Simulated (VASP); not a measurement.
# KC (Cmmm) in VASP: notebook

KC is run at these levels: PBE; tasks: single point.

Program: VASP 6.6.1. These are calculated values, not measurements. Logs are shortened: lines on timing, memory, paths and dates and some standing lists are left out, and cuts for length are marked.

### Step 1. The cell of the first run

The structure is orthorhombic, space group Cmmm (No. 65). Conventional cell: a = 6.039 Å, b = 7.574 Å, c = 3.786 Å, α = 90.00°, β = 90.00°, γ = 90.00°. Within 3.9 Å of K (site symmetry m2m) lie 8 C at 2.98 to 3.43 Å and 5 K at 3.08 to 3.79 Å. Within 1.7 Å of C (site symmetry 2mm) lie 1 C at 1.27 Å.

The cell was built from a structure type or drawn by symmetry, and may not be a known phase.

### Step 2. Single point, PBE

The input, INCAR:

```
SYSTEM = KC
PREC = Accurate
ENCUT = 520
EDIFF = 1E-6
ISMEAR = 0
SIGMA = 0.2
LREAL = .False.
LASPH = .True.
NELM = 100
ALGO = Normal
ISIF = 2
LWAVE = .False.
LCHARG = .True.
GGA = PE
LELF = .True.
LVHAR = .True.
NBANDS = 21
```

The input, KPOINTS:

```
Automatic mesh
0
Gamma
  4 4 6
  0 0 0
```

The input, POSCAR:

```
KC
1.0
    3.7868169782     -3.0196335110      0.0000000000
    3.7868169782      3.0196335110      0.0000000000
    0.0000000000      0.0000000000      3.7861096012
K C
2 2
Direct
    0.2915790679      0.2915790679      0.0000000000
    0.7084209321      0.7084209321      0.0000000000
    0.8951115167      0.1048884833      0.5000000000
    0.1048884833      0.8951115167      0.5000000000
```

Potentials or basis: VASP PAW PBE potentials, release 64 (K_sv, C).

On the command line:

```
cat potpaw_PBE.64/K_sv/POTCAR potpaw_PBE.64/C/POTCAR > POTCAR
mpirun -np 1 vasp_std > vasp.out
```

OUTCAR:

```text
SYSTEM = KC
   PREC = Accurate
   ENCUT = 520
   EDIFF = 1E-6
   ISMEAR = 0
   LREAL = .False.
   LASPH = .True.
   NELM = 100
   ISIF = 2
   GGA = PE

 ion  position               nearest neighbor table
   1  0.292  0.292  0.000-   2 3.08   2 3.08   2 3.16
   2  0.708  0.708  0.000-   1 3.08   1 3.08   1 3.16
   3  0.895  0.105  0.500-   4 1.27
   4  0.105  0.895  0.500-   3 1.27

  LATTYP: Found a base centered orthorhombic cell.
 ALAT       =     6.0392670220
 B/A-ratio  =     1.2540650925
 C/A-ratio  =     0.6269154166

  Lattice vectors:

 A1 = (  -3.7868169782,  -3.0196335110,   0.0000000000)
 A2 = (   3.7868169782,  -3.0196335110,   0.0000000000)
 A3 = (   0.0000000000,   0.0000000000,   3.7861096012)

Analysis of symmetry for initial positions (statically):
=====================================================================
 Subroutine PRICEL returns:
 Original cell was already a primitive cell.

 Routine SETGRP: Setting up the symmetry group for a
 base centered orthorhombic supercell.

 Subroutine GETGRP returns: Found  8 space group operations
 (whereof  8 operations were pure point group operations)
 out of a pool of  8 trial point group operations.

The static configuration has the point symmetry D_2h.

Analysis of symmetry for dynamics (positions and initial velocities):
=====================================================================
 Subroutine PRICEL returns:
 Original cell was already a primitive cell.

 Routine SETGRP: Setting up the symmetry group for a
 base centered orthorhombic supercell.

 Subroutine GETGRP returns: Found  8 space group operations
 (whereof  8 operations were pure point group operations)
 out of a pool of  8 trial point group operations.

The dynamic configuration has the point symmetry D_2h.

 Subroutine INISYM returns: Found  8 space group operations
 (whereof  8 operations are pure point group operations),
 and found     1 'primitive' translations

----------------------------------------------------------------------------------------

                                     Primitive cell

  volume of cell :      86.5868

  direct lattice vectors                    reciprocal lattice vectors
     3.786816978 -3.019633511  0.000000000     0.132037012 -0.165583008  0.000000000
     3.786816978  3.019633511  0.000000000     0.132037012  0.165583008  0.000000000
     0.000000000  0.000000000  3.786109601     0.000000000  0.000000000  0.264123363

  length of vectors
     4.843363435  4.843363435  3.786109601     0.211781739  0.211781739  0.264123363

  position of ions in fractional coordinates (direct lattice)
     0.291579068  0.291579068  0.000000000
     0.708420932  0.708420932  0.000000000
     0.895111517  0.104888483  0.500000000
     0.104888483  0.895111517  0.500000000

  ion indices of the primitive-cell ions
   primitive index   ion index
                 1           1
                 2           2
                 3           3
                 4           4

----------------------------------------------------------------------------------------

 KPOINTS: Automatic mesh

Automatic generation of k-mesh.
 Grid dimensions read from file:
 generate k-points for:    4    4    6

 Generating k-lattice:

  Cartesian coordinates                     Fractional coordinates (reciprocal lattice)
     0.033009253 -0.041395752  0.000000000     0.250000000  0.000000000  0.000000000
     0.033009253  0.041395752  0.000000000     0.000000000  0.250000000  0.000000000
     0.000000000  0.000000000  0.044020560     0.000000000  0.000000000  0.166666667

  Length of vectors
     0.052945435  0.052945435  0.044020560

  Shift w.r.t. Gamma in fractional coordinates (k-lattice)
     0.000000000  0.000000000  0.000000000

 Subroutine IBZKPT returns following result:
 ===========================================

 Found     28 irreducible k-points:

 Following reciprocal coordinates:
            Coordinates               Weight
  0.000000  0.000000  0.000000      1.000000
  0.250000  0.000000  0.000000      4.000000
  0.500000  0.000000  0.000000      2.000000
  0.250000  0.250000  0.000000      2.000000
  0.500000  0.250000  0.000000      4.000000
 -0.250000  0.250000  0.000000      2.000000
[... 16 lines left out ...]
  0.250000  0.000000  0.500000      4.000000
  0.500000  0.000000  0.500000      2.000000
 [... further k-points ...]
   k-points           NKPTS =     28   k-points in BZ     NKDIM =     28   number of bands    NBANDS=     21
   number of dos      NEDOS =    301   number of ions     NIONS =      4
   total plane-waves  NPLWV =  36288
   dimension x,y,z NGX =    36 NGY =   36 NGZ =   28
   dimension x,y,z NGXF=    72 NGYF=   72 NGZF=   56
   ions per type =               2   2
   NGX,Y,Z   is equivalent  to a cutoff of  12.36, 12.36, 12.29 a.u.
   NGXF,Y,Z  is equivalent  to a cutoff of  24.71, 24.71, 24.59 a.u.
 SYSTEM =  KC
   PREC   = accura    normal or accurate (medium, high low for compatibility)
   ISTART =      0    job   : 0-new  1-cont  2-samecut
   ICHARG =      2    charge: 1-file 2-atom 10-const
   ISPIN  =      1    spin polarized calculation?
   LNONCOLLINEAR =      F non collinear calculations
   LSORBIT =      F    spin-orbit coupling
   LASPH  =      T    aspherical Exc in radial PAW
   ENCUT  =  520.0 eV  38.22 Ry    6.18 a.u.   9.01  9.01  7.04*2*pi/ulx,y,z
   NELM   =    100;   NELMIN=  2; NELMDL= -5     # of ELM steps
   EDIFF  = 0.1E-05   stopping-criterion for ELM
   LREAL  =      F    real-space projection
   EDIFFG = 0.1E-04   stopping-criterion for IOM
   NSW    =      0    number of steps for IOM
   IBRION =     -1    ionic relax: 0-MD 1-quasi-New 2-CG
   NFREE  =      0    steps in history (QN), initial steepest desc. (CG)
   ISIF   =      2    stress and relaxation
   ISYM   =      2    0-nonsym 1-usesym 2-fastsym
   POTIM  = 0.5000    time-step for ionic-motion
   TEBEG  =    0.0;   TEEND  =   0.0 temperature during run
   PSTRESS=    0.0 pullay stress
   NELECT =      26.0000    total number of electrons
   NUPDOWN=      -1.0000    fix difference up-down
   EMIN   =  10.00;   EMAX   =-10.00  energy-range for DOS
   EFERMI =   0.00;   METHOD = LEGACY
   ISMEAR =     0;   SIGMA  =   0.20  broadening in eV -4-tet -1-fermi 0-gaus
   EFERMI_NEDOS =   21; number of points for ismear=-14 and -15
   IALGO  =     38    algorithm
   IMIX   =      4    mixing-type and parameters
     AMIX     =   0.40;   BMIX     =  1.00
     AMIX_MAG =   1.60;   BMIX_MAG =  1.00
  volume/ion in A,a.u.               =      21.65       146.08
  Fermi-wavevector in a.u.,A,eV,Ry     =   1.096265  2.071640 16.351427  1.201796
  Thomas-Fermi vector in A             =   2.232603
   LORBIT       =      0    0 simple, 1 ext, 2 COOP (PROOUT), +10 PAW based schemes
   GGA     = PE    functional components
   LHFCALC =     F    Hartree Fock is set to
   AEXX    =    0.0000 exact exchange contribution
   IVDW    =     0    specifies the selected vdW correction
   LEPSILON=     F    determine dielectric tensor
   LRPA    =     F    only Hartree local field effects (RPA)
 non-spin polarized calculation
 Gauss-broadening in eV      SIGMA  =   0.20
  energy-cutoff  :      520.00
  volume of cell :       86.59
 maximum number of plane-waves:      2352
   NGX = 19   NGY = 19   NGZ = 15

 number of electron      26.0000001 magnetization

 Free energy of the ion-electron system (eV)
  ---------------------------------------------------
  ext. energy  EPLUGINS =         0.00000000
  ---------------------------------------------------
  free energy    TOTEN  =       -18.91510335 eV

  energy without entropy =      -18.91510335  energy(sigma->0) =      -18.91510335

 E-fermi :   0.8329     XC(G=0):  -8.3037

 val. band max:       -0.1169814622   @ k =  -0.2500   0.2500   0.5000
 cond. band min:       3.0726498367   @ k =   0.0000   0.0000   0.5000
 fundamental gap:      3.1896312989
 Fermi energy:         0.8329477351

 k-point     1 :       0.0000    0.0000    0.0000
  band No.  band energies     occupation
      1     -29.8780      2.00000
      2     -29.6259      2.00000
      3     -13.9279      2.00000
      4     -13.5704      2.00000
      5     -13.1632      2.00000
      6     -13.0145      2.00000
[... 13 lines left out ...]
     20       6.8915      0.00000
     21       7.4739      0.00000

 k-point     2 :       0.2500    0.0000    0.0000
  band No.  band energies     occupation
      1     -29.8450      2.00000
      2     -29.6598      2.00000
      3     -13.8006      2.00000
      4     -13.5707      2.00000
      5     -13.1309      2.00000
      6     -13.1166      2.00000
[... 13 lines left out ...]
     20       7.2189      0.00000
     21       7.7733      0.00000

 k-point     3 :       0.5000    0.0000    0.0000
  band No.  band energies     occupation
      1     -29.7883      2.00000
      2     -29.7174      2.00000
      3     -13.5875      2.00000
      4     -13.5693      2.00000
      5     -13.2925      2.00000
      6     -13.1012      2.00000
[... 13 lines left out ...]
     20       7.2417      0.00000
     21       7.9676      0.00000
[... 457 lines left out ...]
 k-point    23 :       0.2500    0.0000    0.5000
  band No.  band energies     occupation
      1     -29.8226      2.00000
      2     -29.6406      2.00000
      3     -13.7544      2.00000
      4     -13.5612      2.00000
      5     -13.4562      2.00000
      6     -13.2240      2.00000
[... 13 lines left out ...]
     20       7.9388      0.00000
     21       8.9429      0.00000

 k-point    24 :       0.5000    0.0000    0.5000
  band No.  band energies     occupation
      1     -29.7671      2.00000
      2     -29.6970      2.00000
      3     -13.5387      2.00000
      4     -13.4629      2.00000
      5     -13.4028      2.00000
      6     -13.3651      2.00000
[... 13 lines left out ...]
     20       7.6844      0.00000
     21       8.6344      0.00000

 [... further k-points ...]

------------------------ aborting loop because EDIFF is reached ----------------------------------------

  FORCE on cell =-STRESS in cart. coord.  units (eV):
  Direction    XX          YY          ZZ          XY          YZ          ZX
  --------------------------------------------------------------------------------------
  -------------------------------------------------------------------------------------
  Total        0.3419349      0.3556333      0.3798051      0.0000000      0.0000000      0.0000000
  in kB        6.3270652      6.5805355      7.0278036      0.0000000      0.0000000      0.0000000
  external PRESSURE =       6.6451348 kB  Pullay stress =       0.0000000 kB

 VOLUME and BASIS-vectors are now :
 -----------------------------------------------------------------------------
  energy-cutoff  :      520.00
  volume of cell :       86.59
      direct lattice vectors                 reciprocal lattice vectors
     3.786816978 -3.019633511  0.000000000     0.132037012 -0.165583008  0.000000000
     3.786816978  3.019633511  0.000000000     0.132037012  0.165583008  0.000000000
     0.000000000  0.000000000  3.786109601     0.000000000  0.000000000  0.264123363

 POSITION                                       TOTAL-FORCE (eV/Angst)
 -----------------------------------------------------------------------------------
      2.20831      0.00000      0.00000         0.062207      0.000000     -0.000000
      5.36532      0.00000      0.00000        -0.062207      0.000000     -0.000000
      3.78682     -2.38618      1.89305         0.000000      0.130202      0.000000
      3.78682      2.38618      1.89305         0.000000     -0.130202     -0.000000
 -----------------------------------------------------------------------------------
    total drift:                                0.000000      0.000000      0.000000

  FREE ENERGIE OF THE ION-ELECTRON SYSTEM (eV)
  ---------------------------------------------------
  free  energy   TOTEN  =       -18.9151033466 eV

  energy  without entropy=      -18.9151033466  energy(sigma->0) =      -18.91510335
```

Wall time 51 s (1 thread of Oxide Virtual Turin-like, shared host); peak memory 0.16 GiB.

Results:

```
Free energy            : -18.9151 eV
Pressure               : 0.7 GPa
Largest force          : 0.130 eV/Å
Band gap on the k mesh : 3.19 eV (least direct gap 3.43 eV)
```

Forces on the atoms (eV/Å):
```
K    0.062  0.000  0.000
K   -0.062  0.000  0.000
C    0.000  0.130  0.000
C    0.000 -0.130  0.000
```

Levels at points of the mesh, in eV from the valence-band top:
| k point | band 10 | band 11 | band 12 | band 13 | band 14 | band 15 | band 16 | band 17 |
| --- | --- | --- | --- | --- | --- | --- | --- | --- |
| (0.00, 0.00, 0.00) | -2.94 | -1.21 | -0.79 | -0.23 | 4.41 | 5.08 | 5.66 | 6.21 |
| (0.50, 0.00, 0.00) | -3.19 | -1.09 | -0.33 | -0.29 | 3.78 | 5.30 | 6.20 | 6.73 |
| (0.50, 0.50, 0.00) | -2.94 | -1.58 | -0.35 | -0.31 | 4.95 | 5.42 | 5.44 | 5.48 |
| (0.00, 0.00, 0.50) | -2.45 | -1.74 | -0.81 | -0.29 | 3.19 | 3.24 | 5.40 | 6.23 |
| (0.50, 0.00, 0.50) | -2.75 | -1.45 | -1.00 | -0.04 | 3.49 | 4.73 | 6.03 | 6.73 |
| (0.50, 0.50, 0.50) | -2.93 | -1.33 | -1.11 | -0.13 | 4.56 | 5.63 | 6.36 | 6.63 |

### Step 3. Single point, PBE

This run uses another cell than the first one, of 21.99 Å³/atom.

The input, INCAR:

```
ALGO = Normal
EDIFF = 1E-6
ENCUT = 520
GGA = PE
ISIF = 2
ISMEAR = 0
LASPH = T
LCHARG = F
LREAL = F
LWAVE = F
NBANDS = 21
NELM = 100
PREC = Accurate
SIGMA = 0.02
```

The input, KPOINTS:

```
k-points
0
Gamma
  6 6 6
```

The input, POSCAR:

```
KC
1.0
    3.0277279816     -3.8090799866      0.0000000000
    3.0277279816      3.8090799866      0.0000000000
    0.0000000000      0.0000000000      3.8136598050
K C
2 2
Direct
    0.7072716988      0.2927283012      0.0000000000
    0.2927283012      0.7072716988      0.0000000000
    0.8953292608      0.8953292608      0.5000000000
    0.1046707392      0.1046707392      0.5000000000
```

Potentials or basis: VASP PAW PBE potentials, release 64 (K_sv, C).

On the command line:

```
cat potpaw_PBE.64/K_sv/POTCAR potpaw_PBE.64/C/POTCAR > POTCAR
mpirun -np 1 vasp_std > vasp.out
```

Wall time 94 s (1 thread of Oxide Virtual Turin-like, shared host); peak memory 0.19 GiB.

The run converged. Its results:

```
Free energy            : -18.9191 eV
Pressure               : 0.2 GPa
Largest force          : 0.109 eV/Å
Band gap on the k mesh : 3.23 eV (least direct gap 3.30 eV)
```

Forces in eV/Å, atoms in the order of the input:
```
K    0.000  0.005  0.000
K    0.000 -0.005  0.000
C   -0.109  0.000  0.000
C    0.109  0.000  0.000
```

Stress tensor (GPa, compression positive):
```
0.35 0.00 0.00
0.00 0.13 0.00
0.00 0.00 0.10
```

Levels at points of the mesh, in eV from the valence-band top:
```
           k point  band 11  band 12  band 13  band 14  band 15  band 16
(0.00, 0.00, 0.00)    -1.19    -0.77    -0.22     4.41     5.07     5.57
(0.50, 0.00, 0.00)    -1.07    -0.32    -0.28     3.77     5.24     6.18
(0.50, 0.50, 0.00)    -1.55    -0.34    -0.30     4.90     5.37     5.43
(0.00, 0.00, 0.50)    -1.71    -0.79    -0.28     3.23     3.28     5.35
(0.50, 0.00, 0.50)    -1.42    -0.98    -0.03     3.49     4.75     5.98
(0.50, 0.50, 0.50)    -1.31    -1.09    -0.12     4.56     5.58     6.32
```

A k mesh can miss the band edges.

### Step 4. Single point, PBE

This run uses another cell than the first one: it holds 8 atoms, not 4.

The input, INCAR:

```
SYSTEM = KC
ALGO = Normal
EDIFF = 1E-7
ENCUT = 520
GGA = PE
ISIF = 2
ISMEAR = 0
LASPH = .True.
LCHARG = .False.
LREAL = .False.
LWAVE = .False.
NBANDS = 36
NELM = 80
PREC = Accurate
SIGMA = 0.1
```

The input, KPOINTS:

```
k-points
0
Gamma
  4 4 2
  0 0 0
```

The input, POSCAR:

```
KC
1.0
    3.0277279816     -3.8090799866      0.0000000000
    3.0277279816      3.8090799866      0.0000000000
    0.0000000000      0.0000000000      7.6273196101
K C
4 4
Direct
    0.7072716988      0.2927283012      0.0000000000
    0.7072716988      0.2927283012      0.5000000000
    0.2927283012      0.7072716988      0.0000000000
    0.2927283012      0.7072716988      0.5000000000
    0.8953292608      0.8953292608      0.2500000000
    0.8953292608      0.8953292608      0.7500000000
    0.1046707392      0.1046707392      0.2500000000
    0.1046707392      0.1046707392      0.7500000000
```

Potentials or basis: VASP PAW PBE potentials, release 64 (K_sv, C).

On the command line:

```
cat potpaw_PBE.64/K_sv/POTCAR potpaw_PBE.64/C/POTCAR > POTCAR
mpirun -np 1 vasp_std > vasp.out
```

OUTCAR:

```text
SYSTEM = KC
   EDIFF = 1E-7
   ENCUT = 520
   GGA = PE
   ISIF = 2
   ISMEAR = 0
   LASPH = .True.
   LREAL = .False.
   NELM = 80
   PREC = Accurate

 ion  position               nearest neighbor table
   1  0.707  0.293  0.000-   3 3.10   3 3.10   3 3.16
   2  0.707  0.293  0.500-   4 3.10   4 3.10   4 3.16
   3  0.293  0.707  0.000-   1 3.10   1 3.10   1 3.16
   4  0.293  0.707  0.500-   2 3.10   2 3.10   2 3.16
   5  0.895  0.895  0.250-   7 1.27
   6  0.895  0.895  0.750-   8 1.27
   7  0.105  0.105  0.250-   5 1.27
   8  0.105  0.105  0.750-   6 1.27
[... 762 lines left out ...]
  Total        0.3752151      0.1273565      0.1017799      0.0000000      0.0000000      0.0000000
  in kB        3.4170555      1.1598258      0.9269015      0.0000000      0.0000000      0.0000000
  external PRESSURE =       1.8345943 kB  Pullay stress =       0.0000000 kB

 VOLUME and BASIS-vectors are now :
 -----------------------------------------------------------------------------
  energy-cutoff  :      520.00
  volume of cell :      175.93
      direct lattice vectors                 reciprocal lattice vectors
     3.027727982 -3.809079987  0.000000000     0.165140331 -0.131265293  0.000000000
     3.027727982  3.809079987  0.000000000     0.165140331  0.131265293  0.000000000
     0.000000000  0.000000000  7.627319610     0.000000000  0.000000000  0.131107657

 POSITION                                       TOTAL-FORCE (eV/Angst)
 -----------------------------------------------------------------------------------
      3.02773     -1.57903      0.00000         0.000000      0.005750      0.000000
      3.02773     -1.57903      3.81366         0.000000      0.005750      0.000000
      3.02773      1.57903      0.00000         0.000000     -0.005750      0.000000
      3.02773      1.57903      3.81366         0.000000     -0.005750      0.000000
      5.42163      0.00000      1.90683        -0.112038     -0.000000     -0.000000
      5.42163      0.00000      5.72049        -0.112038     -0.000000     -0.000000
      0.63383      0.00000      1.90683         0.112038     -0.000000     -0.000000
      0.63383      0.00000      5.72049         0.112038     -0.000000     -0.000000
 -----------------------------------------------------------------------------------
    total drift:                                0.000000     -0.000000      0.000000

  FREE ENERGIE OF THE ION-ELECTRON SYSTEM (eV)
  ---------------------------------------------------
  free  energy   TOTEN  =       -37.8376721537 eV

  energy  without entropy=      -37.8376721537  energy(sigma->0) =      -37.83767215
```

Wall time 2.1 min (1 thread of Oxide Virtual Turin-like, shared host); peak memory 0.25 GiB.

Results:

* Free energy: -37.8377 eV
* Pressure: 0.2 GPa
* Largest force: 0.112 eV/Å
* Band gap on the k mesh: 3.22 eV

Forces on the atoms (eV/Å):
```
K    0.000  0.006  0.000
K    0.000  0.006  0.000
K    0.000 -0.006  0.000
K    0.000 -0.006  0.000
C   -0.112  0.000  0.000
C   -0.112  0.000  0.000
C    0.112  0.000  0.000
C    0.112  0.000  0.000
```

### Step 5. The runs side by side

```csv
cell,k mesh,smearing,gap on the mesh (eV),pressure (GPa),largest force (eV/Å)
"a = 4.843, b = 4.843, c = 3.786 Å, angles 90.0, 90.0, 77.1°, 4 atoms, atomic positions A",4 × 4 × 6,gaussian 0.2 eV,3.19,0.7,0.13
"a = 4.866, b = 4.866, c = 3.814 Å, angles 90.0, 90.0, 103.0°, 4 atoms, atomic positions B",6 × 6 × 6,gaussian 0.02 eV,3.23,0.2,0.11
"a = 4.866, b = 4.866, c = 7.627 Å, angles 90.0, 90.0, 103.0°, 8 atoms, atomic positions C",4 × 4 × 2,gaussian 0.1 eV,3.22,0.2,0.11
```

Alike in all rows: task single point; level PBE; potentials or basis VASP PAW PBE potentials, release 64 (K_sv, C); no spin polarisation; cutoff (eV) 520.

Absolute energies hang on the potentials; compare differences alone.
